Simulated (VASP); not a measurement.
# Se (Im-3m) in VASP: further runs

Runs on Se. Level: LDA. Tasks: single point.

Program: VASP 6.6.1. These are calculated values, not measurements. Logs are shortened: lines on timing, memory, paths and dates and some standing lists are left out, and cuts for length are marked.

### Step 1. The cell of the first run

It takes space group Im-3m (No. 229, cubic). Conventional cell: a = 3.362 Å, b = 3.362 Å, c = 3.362 Å, α = 90.00°, β = 90.00°, γ = 90.00°. Se (site symmetry m-3m) has 14 Se at 2.91 to 3.36 Å within 3.8 Å.

This isn't the form of Se at room conditions, which is trigonal, of chains.

### Step 2. Single point, LDA (19.00 Å³/atom)

The input, POSCAR:

```
Se
1.0
   -1.6810373378      1.6810373378      1.6810373378
    1.6810373378     -1.6810373378      1.6810373378
    1.6810373378      1.6810373378     -1.6810373378
Se
1
Direct
    0.0000000000      0.0000000000      0.0000000000
```

The input, INCAR.step1:

```
SYSTEM = Se
PREC     = Accurate       ! precision mode
ENCUT    = 520            ! plane-wave cutoff, eV
EDIFF    = 1E-6           ! SCF threshold, eV
ISMEAR   = -1             ! smearing method
SIGMA    = 0.08           ! smearing width, eV
LREAL    = .FALSE.        ! projectors in reciprocal space
LASPH    = .TRUE.         ! aspherical terms in the spheres
NELM     = 100            ! most SCF steps
ALGO     = Normal         ! electronic algorithm
ISIF     = 2              ! what is computed and relaxed
LWAVE    = .FALSE.        ! write WAVECAR
LCHARG   = .TRUE.         ! write CHGCAR
GGA      = CA             ! functional
NBANDS   = 9              ! bands
```

The input, KPOINTS.step1:

```
regular mesh
0
G
  15 15 15
  0 0 0
```

The input, INCAR.step2:

```
SYSTEM = Se
PREC     = Accurate       ! precision mode
ENCUT    = 520            ! plane-wave cutoff, eV
EDIFF    = 1E-6           ! SCF threshold, eV
ISMEAR   = -5             ! smearing method
SIGMA    = 0.08           ! smearing width, eV
LREAL    = .FALSE.        ! projectors in reciprocal space
LASPH    = .TRUE.         ! aspherical terms in the spheres
NELM     = 100            ! most SCF steps
ALGO     = Normal         ! electronic algorithm
ISIF     = 2              ! what is computed and relaxed
LWAVE    = .FALSE.        ! write WAVECAR
LCHARG   = .FALSE.        ! write CHGCAR
GGA      = CA             ! functional
LORBIT   = 10             ! projections on sites
NBANDS   = 9              ! bands
NEDOS    = 1001           ! points of the DOS
ICHARG   = 11             ! starting density
```

The input, KPOINTS.step2:

```
regular mesh
0
G
  23 23 23
  0 0 0
```

Potentials or basis: VASP PAW LDA potentials, release 64 (Se).

Run with:

```
$ cat potpaw_LDA.64/Se/POTCAR > POTCAR
$ cp INCAR.step1 INCAR
$ cp KPOINTS.step1 KPOINTS
$ mpirun -np 1 vasp_std > vasp.out
$ cp INCAR.step2 INCAR
$ cp KPOINTS.step2 KPOINTS
$ mpirun -np 1 vasp_std > vasp.out
```

OUTCAR:

```text
SYSTEM = Se
   PREC = Accurate
   ENCUT = 520
   EDIFF = 1E-6
   ISMEAR = -5
   LREAL = .FALSE.
   LASPH = .TRUE.
   NELM = 100
   ISIF = 2
   GGA = CA
   LORBIT = 10
   ICHARG = 11

 ion  position               nearest neighbor table
   1  0.000  0.000  0.000-

  LATTYP: Found a body centered cubic cell.
 ALAT       =     3.3620746756

  Lattice vectors:

 A1 = (  -1.6810373378,   1.6810373378,   1.6810373378)
 A2 = (   1.6810373378,  -1.6810373378,   1.6810373378)
 A3 = (   1.6810373378,   1.6810373378,  -1.6810373378)

Analysis of symmetry for initial positions (statically):
=====================================================================
 Subroutine PRICEL returns:
 Original cell was already a primitive cell.

 Routine SETGRP: Setting up the symmetry group for a
 body centered cubic supercell.

 Subroutine GETGRP returns: Found 48 space group operations
 (whereof 48 operations were pure point group operations)
 out of a pool of 48 trial point group operations.

The static configuration has the point symmetry O_h .

Analysis of symmetry for dynamics (positions and initial velocities):
=====================================================================
 Subroutine PRICEL returns:
 Original cell was already a primitive cell.

 Routine SETGRP: Setting up the symmetry group for a
 body centered cubic supercell.

 Subroutine GETGRP returns: Found 48 space group operations
 (whereof 48 operations were pure point group operations)
 out of a pool of 48 trial point group operations.

The dynamic configuration has the point symmetry O_h .

 Subroutine INISYM returns: Found 48 space group operations
 (whereof 48 operations are pure point group operations),
 and found     1 'primitive' translations

----------------------------------------------------------------------------------------

                                     Primitive cell

  volume of cell :      19.0017

  direct lattice vectors                    reciprocal lattice vectors
    -1.681037338  1.681037338  1.681037338     0.000000000  0.297435392  0.297435392
     1.681037338 -1.681037338  1.681037338     0.297435392  0.000000000  0.297435392
     1.681037338  1.681037338 -1.681037338     0.297435392  0.297435392  0.000000000

  length of vectors
     2.911642078  2.911642078  2.911642078     0.420637166  0.420637166  0.420637166

  position of ions in fractional coordinates (direct lattice)
     0.000000000  0.000000000  0.000000000

  ion indices of the primitive-cell ions
   primitive index   ion index
                 1           1

----------------------------------------------------------------------------------------

 KPOINTS: regular mesh

Automatic generation of k-mesh.
 Grid dimensions read from file:
 generate k-points for:   23   23   23

 Generating k-lattice:

  Cartesian coordinates                     Fractional coordinates (reciprocal lattice)
     0.000000000  0.012931974  0.012931974     0.043478261  0.000000000  0.000000000
     0.012931974  0.000000000  0.012931974     0.000000000  0.043478261  0.000000000
     0.012931974  0.012931974  0.000000000     0.000000000  0.000000000  0.043478261

  Length of vectors
     0.018288572  0.018288572  0.018288572

  Shift w.r.t. Gamma in fractional coordinates (k-lattice)
     0.000000000  0.000000000  0.000000000

 TETIRR: Found  14515 inequivalent tetrahedra from    73002

 Subroutine IBZKPT returns following result:
 ===========================================

 Found    364 irreducible k-points:

 Following reciprocal coordinates:
            Coordinates               Weight
  0.000000  0.000000  0.000000      1.000000
  0.043478  0.000000  0.000000     12.000000
  0.086957  0.000000  0.000000     12.000000
  0.130435  0.000000  0.000000     12.000000
  0.173913  0.000000  0.000000     12.000000
  0.217391  0.000000  0.000000     12.000000
[... 16 lines left out ...]
  0.478261  0.043478  0.000000     24.000000
  0.086957  0.086957  0.000000     24.000000
 [... further k-points ...]
   k-points           NKPTS =    364   k-points in BZ     NKDIM =    364   number of bands    NBANDS=      9
   number of dos      NEDOS =   1001   number of ions     NIONS =      1
   total plane-waves  NPLWV =  13824
   dimension x,y,z NGX =    24 NGY =   24 NGZ =   24
   dimension x,y,z NGXF=    48 NGYF=   48 NGZF=   48
   ions per type =               1
   NGX,Y,Z   is equivalent  to a cutoff of  13.70, 13.70, 13.70 a.u.
   NGXF,Y,Z  is equivalent  to a cutoff of  27.41, 27.41, 27.41 a.u.
 SYSTEM =  Se
   PREC   = accura    normal or accurate (medium, high low for compatibility)
   ISTART =      0    job   : 0-new  1-cont  2-samecut
   ICHARG =     11    charge: 1-file 2-atom 10-const
   ISPIN  =      1    spin polarized calculation?
   LNONCOLLINEAR =      F non collinear calculations
   LSORBIT =      F    spin-orbit coupling
   LASPH  =      T    aspherical Exc in radial PAW
   ENCUT  =  520.0 eV  38.22 Ry    6.18 a.u.   5.41  5.41  5.41*2*pi/ulx,y,z
   NELM   =    100;   NELMIN=  2; NELMDL=  0     # of ELM steps
   EDIFF  = 0.1E-05   stopping-criterion for ELM
   LREAL  =      F    real-space projection
   EDIFFG = 0.1E-04   stopping-criterion for IOM
   NSW    =      0    number of steps for IOM
   IBRION =     -1    ionic relax: 0-MD 1-quasi-New 2-CG
   NFREE  =      0    steps in history (QN), initial steepest desc. (CG)
   ISIF   =      2    stress and relaxation
   ISYM   =      2    0-nonsym 1-usesym 2-fastsym
   POTIM  = 0.5000    time-step for ionic-motion
   TEBEG  =    0.0;   TEEND  =   0.0 temperature during run
   PSTRESS=    0.0 pullay stress
   NELECT =       6.0000    total number of electrons
   NUPDOWN=      -1.0000    fix difference up-down
   EMIN   =  10.00;   EMAX   =-10.00  energy-range for DOS
   EFERMI =   0.00;   METHOD = LEGACY
   ISMEAR =    -5;   SIGMA  =   0.08  broadening in eV -4-tet -1-fermi 0-gaus
   EFERMI_NEDOS =   21; number of points for ismear=-14 and -15
   IALGO  =     38    algorithm
   IMIX   =      4    mixing-type and parameters
     AMIX     =   0.40;   BMIX     =  1.00
     AMIX_MAG =   1.60;   BMIX_MAG =  1.00
  volume/ion in A,a.u.               =      19.00       128.23
  Fermi-wavevector in a.u.,A,eV,Ry     =   1.114794  2.106655 16.908848  1.242765
  Thomas-Fermi vector in A             =   2.251392
   LORBIT       =     10    0 simple, 1 ext, 2 COOP (PROOUT), +10 PAW based schemes
   GGA     = CA    functional components
   LHFCALC =     F    Hartree Fock is set to
   AEXX    =    0.0000 exact exchange contribution
   IVDW    =     0    specifies the selected vdW correction
   LEPSILON=     F    determine dielectric tensor
   LRPA    =     F    only Hartree local field effects (RPA)
 non-spin polarized calculation
 Fermi weights with tetrahedron method with Bloechl corrections
  energy-cutoff  :      520.00
  volume of cell :       19.00
 maximum number of plane-waves:       535
 NGX is ok and might be reduce to    24

 number of electron       6.0000000 magnetization

 Free energy of the ion-electron system (eV)
  ---------------------------------------------------
  ext. energy  EPLUGINS =         0.00000000
  ---------------------------------------------------
  free energy    TOTEN  =        -3.71892167 eV

  energy without entropy =       -3.71892167  energy(sigma->0) =       -3.71892167

 E-fermi :   6.4486     XC(G=0): -11.0740

 val. band max:        6.4878552269   @ k =  -0.4348   0.4348   0.0435
 cond. band min:       6.3455112525   @ k =  -0.2174   0.2174   0.2174
 fundamental gap:     -0.1423439744
 Fermi energy:         6.4486086593

 k-point     1 :       0.0000    0.0000    0.0000
  band No.  band energies     occupation
      1     -10.2926      2.00000
      2       9.7387      0.00000
      3       9.7387      0.00000
      4       9.7387      0.00000
      5      18.4074      0.00000
      6      19.0493      0.00000
      7      19.0493      0.00000
      8      19.0493      0.00000
      9      22.1001      0.00000

 k-point     2 :       0.0435    0.0000    0.0000
  band No.  band energies     occupation
      1     -10.2496      2.00000
      2       9.4559      0.00000
      3       9.6419      0.00000
      4       9.7211      0.00000
      5      18.5541      0.00000
      6      18.8497      0.00000
      7      19.0255      0.00000
      8      19.2360      0.00000
      9      21.5211      0.00000

 k-point     3 :       0.0870    0.0000    0.0000
  band No.  band energies     occupation
      1     -10.1210      2.00000
      2       8.6989      0.00000
      3       9.3753      0.00000
      4       9.6695      0.00000
      5      18.2475      0.00000
      6      18.3623      0.00000
      7      19.5207      0.00000
      8      19.7725      0.00000
      9      21.0282      0.00000

 k-point     4 :       0.1304    0.0000    0.0000
  band No.  band energies     occupation
      1      -9.9083      2.00000
      2       7.6437     -0.04453
      3       8.9944      0.00000
      4       9.5868      0.00000
      5      17.4743      0.00000
      6      17.7611      0.00000
      7      20.2740      0.00000
      8      20.6027      0.00000
      9      21.2170      0.00000

 k-point     5 :       0.1739    0.0000    0.0000
  band No.  band energies     occupation
      1      -9.6140      2.00000
      2       6.4334      1.11291
      3       8.5580      0.00000
      4       9.4782      0.00000
      5      16.6203      0.00000
      6      17.1502      0.00000
      7      20.7269      0.00000
      8      21.1597      0.00000
      9      21.6693      0.00000

 k-point     6 :       0.2174    0.0000    0.0000
  band No.  band energies     occupation
      1      -9.2427      2.00000
      2       5.1610      2.03101
      3       8.1132      0.00000
      4       9.3516      0.00000
      5      15.8254      0.00000
      6      16.5787      0.00000
      7      21.1223      0.00000
      8      21.1862      0.00000
      9      22.9204      0.00000
[... 169 lines left out ...]
 k-point    21 :       0.3913    0.0435    0.0000
  band No.  band energies     occupation
      1      -6.9692      2.00000
      2       0.1370      2.00000
      3       6.5186      0.76071
      4       8.6550      0.00000
      5      13.8315      0.00000
      6      15.1234      0.00000
      7      22.5007      0.00000
      8      24.5151      0.00000
      9      26.1955      0.00000

 k-point    22 :       0.4348    0.0435    0.0000
  band No.  band energies     occupation
      1      -6.5855      2.00000
      2      -0.4805      2.00000
      3       6.3907      1.82267
      4       8.5972      0.00000
      5      13.6657      0.00000
      6      14.9977      0.00000
      7      23.1906      0.00000
      8      25.2173      0.00000
      9      25.4388      0.00000

 k-point    23 :       0.4783    0.0435    0.0000
  band No.  band energies     occupation
      1      -6.4372      2.00000
      2      -0.7072      2.00000
      3       6.3479      2.03152
      4       8.5775      0.00000
      5      13.6106      0.00000
      6      14.9558      0.00000
      7      23.6188      0.00000
      8      24.9577      0.00000
      9      25.6268      0.00000

 k-point    24 :       0.0870    0.0870    0.0000
  band No.  band energies     occupation
      1      -9.7816      2.00000
      2       7.1845     -0.08506
      3       8.8304      0.00000
      4       9.3187      0.00000
      5      17.4292      0.00000
      6      17.7933      0.00000
      7      19.5135      0.00000
      8      20.3388      0.00000
      9      22.0170      0.00000

 [... further k-points ...]

------------------------ aborting loop because EDIFF is reached ----------------------------------------

  FORCE on cell =-STRESS in cart. coord.  units (eV):
  Direction    XX          YY          ZZ          XY          YZ          ZX
  --------------------------------------------------------------------------------------
  -------------------------------------------------------------------------------------
  Total       -0.0219912     -0.0219912     -0.0219912      0.0000000     -0.0000000     -0.0000000
  in kB       -1.8542500     -1.8542500     -1.8542500      0.0000000     -0.0000000     -0.0000000
  external PRESSURE =      -1.8542500 kB  Pullay stress =       0.0000000 kB

 VOLUME and BASIS-vectors are now :
 -----------------------------------------------------------------------------
  energy-cutoff  :      520.00
  volume of cell :       19.00
      direct lattice vectors                 reciprocal lattice vectors
    -1.681037338  1.681037338  1.681037338     0.000000000  0.297435392  0.297435392
     1.681037338 -1.681037338  1.681037338     0.297435392  0.000000000  0.297435392
     1.681037338  1.681037338 -1.681037338     0.297435392  0.297435392  0.000000000

 POSITION                                       TOTAL-FORCE (eV/Angst)
 -----------------------------------------------------------------------------------
      0.00000      0.00000      0.00000         0.000000     -0.000000      0.000000
 -----------------------------------------------------------------------------------
    total drift:                                0.000000     -0.000000      0.000000

  FREE ENERGIE OF THE ION-ELECTRON SYSTEM (eV)
  ---------------------------------------------------
  free  energy   TOTEN  =        -3.7189216735 eV

  energy  without entropy=       -3.7189216735  energy(sigma->0) =       -3.71892167

 total charge

# of ion       s       p       d       tot
------------------------------------------
    1        1.543   2.058   0.061   3.662
```

Wall time 25 s (1 thread of Intel Xeon Platinum 8488C (Sapphire Rapids), shared host); peak memory 0.19 GiB.

Results:

- Valence electrons inside the program's atomic spheres: Se 3.66

Caveat: tetrahedron occupations give inexact forces and stress in metals.

### Step 3. Single point, LDA (7.60 Å³/atom)

This run uses another cell than the first one, of 7.60 Å³/atom.

The input, POSCAR:

```
Se
1.0
   -1.2385989006      1.2385989006      1.2385989006
    1.2385989006     -1.2385989006      1.2385989006
    1.2385989006      1.2385989006     -1.2385989006
Se
1
Direct
    0.0000000000      0.0000000000      0.0000000000
```

The input, INCAR.step1:

```
PREC = Accurate
ENCUT = 520
EDIFF = 1E-6
ISMEAR = -1
SIGMA = 0.08
LREAL = False
LASPH = True
NELM = 100
ALGO = Normal
ISIF = 2
LWAVE = False
LCHARG = True
NBANDS = 9
```

The input, KPOINTS.step1:

```
regular mesh
0
Gamma
  15 15 15
```

The input, INCAR.step2:

```
PREC = Accurate
ENCUT = 520
EDIFF = 1E-6
ISMEAR = -5
SIGMA = 0.08
LREAL = False
LASPH = True
NELM = 100
ALGO = Normal
ISIF = 2
LWAVE = False
LCHARG = False
LORBIT = 10
NBANDS = 9
NEDOS = 2001
ICHARG = 11
```

The input, KPOINTS.step2:

```
regular mesh
0
Gamma
  23 23 23
```

Potentials or basis: VASP PAW LDA potentials, release 64 (Se).

Run with:

```
$ cat potpaw_LDA.64/Se/POTCAR > POTCAR
$ cp INCAR.step1 INCAR
$ cp KPOINTS.step1 KPOINTS
$ mpirun -np 1 vasp_std > vasp.out
$ cp INCAR.step2 INCAR
$ cp KPOINTS.step2 KPOINTS
$ mpirun -np 1 vasp_std > vasp.out
```

OUTCAR:

```text
PREC = Accurate
   ENCUT = 520
   EDIFF = 1E-6
   ISMEAR = -5
   LREAL = False
   LASPH = True
   NELM = 100
   ISIF = 2
   LORBIT = 10
   ICHARG = 11

 ion  position               nearest neighbor table
   1  0.000  0.000  0.000-

  LATTYP: Found a body centered cubic cell.
 ALAT       =     2.4771978012

  Lattice vectors:

 A1 = (  -1.2385989006,   1.2385989006,   1.2385989006)
[... 472 lines left out ...]

------------------------ aborting loop because EDIFF is reached ----------------------------------------

  FORCE on cell =-STRESS in cart. coord.  units (eV):
  Direction    XX          YY          ZZ          XY          YZ          ZX
  --------------------------------------------------------------------------------------
  -------------------------------------------------------------------------------------
  Total       28.5679768     28.5679768     28.5679768      0.0000000     -0.0000000      0.0000000
  in kB     6021.9619163   6021.9619163   6021.9619163      0.0000000     -0.0000000      0.0000000
  external PRESSURE =    6021.9619163 kB  Pullay stress =       0.0000000 kB

 VOLUME and BASIS-vectors are now :
 -----------------------------------------------------------------------------
  energy-cutoff  :      520.00
  volume of cell :        7.60
      direct lattice vectors                 reciprocal lattice vectors
    -1.238598901  1.238598901  1.238598901     0.000000000  0.403681934  0.403681934
     1.238598901 -1.238598901  1.238598901     0.403681934  0.000000000  0.403681934
     1.238598901  1.238598901 -1.238598901     0.403681934  0.403681934  0.000000000

 POSITION                                       TOTAL-FORCE (eV/Angst)
 -----------------------------------------------------------------------------------
      0.00000      0.00000      0.00000         0.000000     -0.000000     -0.000000
 -----------------------------------------------------------------------------------
    total drift:                               -0.000000      0.000000      0.000000

  FREE ENERGIE OF THE ION-ELECTRON SYSTEM (eV)
  ---------------------------------------------------
  free  energy   TOTEN  =         5.7942334827 eV

  energy  without entropy=        5.7942334827  energy(sigma->0) =        5.79423348

 total charge

# of ion       s       p       d       tot
------------------------------------------
    1        1.604   2.780   0.786   5.170
```

OSZICAR.step1:

```text
N       E                     dE             d eps       ncg     rms          rms(c)
DAV:   1     0.169220786447E+02    0.16922E+02   -0.37474E+03  2384   0.629E+02
DAV:   2     0.562842421745E+01   -0.11294E+02   -0.10785E+02  2877   0.897E+01
DAV:   3     0.548096568816E+01   -0.14746E+00   -0.14707E+00  2657   0.802E+00
DAV:   4     0.548088448888E+01   -0.81199E-04   -0.81198E-04  2857   0.175E-01
DAV:   5     0.548088447834E+01   -0.10545E-07   -0.70324E-08  2500   0.145E-03    0.228E+01
DAV:   6     0.568234679073E+01    0.20146E+00   -0.15276E-02  2747   0.998E-01    0.138E+01
DAV:   7     0.578745487030E+01    0.10511E+00   -0.28490E-02  2823   0.140E+00    0.163E-01
DAV:   8     0.578779919707E+01    0.34433E-03   -0.49403E-04  2545   0.155E-01    0.293E-02
DAV:   9     0.578780502499E+01    0.58279E-05   -0.12864E-05  2880   0.238E-02    0.156E-02
DAV:  10     0.578780478557E+01   -0.23942E-06   -0.39761E-08  1528   0.204E-03
   1 F= 0.57878048E+01 E0= 0.57920556E+01  d E =-.850169E-02
```

Wall time 8.5 s (1 thread of Intel Xeon 6975P-C (Granite Rapids), shared host); peak memory 0.14 GiB.

Results:

| Item | Value |
| --- | --- |
| Valence electrons inside the program's atomic spheres | Se 5.17 |

Caveat: tetrahedron occupations give inexact forces and stress in metals.
